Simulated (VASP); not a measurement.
Runs of VASP 6.6.1 on ZnO. Symmetry: Fm-3m, No. 225, cubic system. Conventional cell: a = 4.268 Å, b = 4.268 Å, c = 4.268 Å, α = 90.00°, β = 90.00°, γ = 90.00°. Zn (site symmetry m-3m) has 6 O at 2.13 Å within 2.8 Å. O (site symmetry m-3m) has 6 Zn at 2.13 Å within 2.8 Å. 

| level | potentials or basis | k mesh | cutoff (eV) | smearing | grid for exact exchange (PRECFOCK) | screening parameter | second run | share of exact exchange | gap on the mesh (eV) | pressure (GPa) |
| --- | --- | --- | --- | --- | --- | --- | --- | --- | --- | --- |
| HSE06 | VASP PAW PBE potentials, release 64 (Zn, O) | 4 × 4 × 4 | 520 | gaussian 0.001 eV | Normal | 0.2079 1/Å | - | - | 2.70 | 2.4 |
| PBE | VASP PAW PBE potentials, release 64 (Zn, O_h) | 8 × 8 × 8 | 910 | gaussian 0.01 eV | - | - | hard_potentials | - | 0.92 | 8.8 |
| PBE+D3(BJ) | VASP PAW PBE potentials, release 64 (Zn, O) | 8 × 8 × 8 | 520 | gaussian 0.01 eV | - | - | - | - | 0.92 | (b) |
| PBE-based screened hybrid | VASP PAW PBE potentials, release 64 (Zn, O) | 4 × 4 × 4 | 520 | gaussian 0.01 eV | Normal | 0.3 1/Å | - | 0.05 | 1.20 | (a) |
| PBE | VASP PAW PBE potentials, release 64 (Zn, O) | 4 × 4 × 4 | 520 | gaussian 0.01 eV | - | - | - | - | (c) | 9.1 |
| PBE+D3(BJ) | VASP PAW PBE potentials, release 64 (Zn, O_h) | 8 × 8 × 8 | 910 | gaussian 0.01 eV | - | - | hard_potentials | - | 0.92 | 4.2 |
| PBE | VASP PAW PBE potentials, release 64 (Zn, O) | 8 × 8 × 8 | 520 | gaussian 0.01 eV | - | - | - | - | 0.92 | 9.1 |
| PBE | VASP PAW PBE potentials, release 64 (Zn, O) | 8 × 8 × 8 | 520 | methfessel-paxton 0.001 eV | - | - | - | - | 0.92 | 9.1 |

Alike in all rows: task single point; no spin polarisation; cell as given.

Q: Fill in the values left out.

A: (a) 7.7; (b) 4.5; (c) 0.90.

Caveats: some runs use coarse meshes; the PAW data sets were made with another functional, which shifts forces and pressure a little (some runs); the cutoff is under 1.25 times the usual one of these potentials, so pressure, stress and relaxed cells hold a basis-set (Pulay) error (some runs).

A k mesh can miss the band edges.
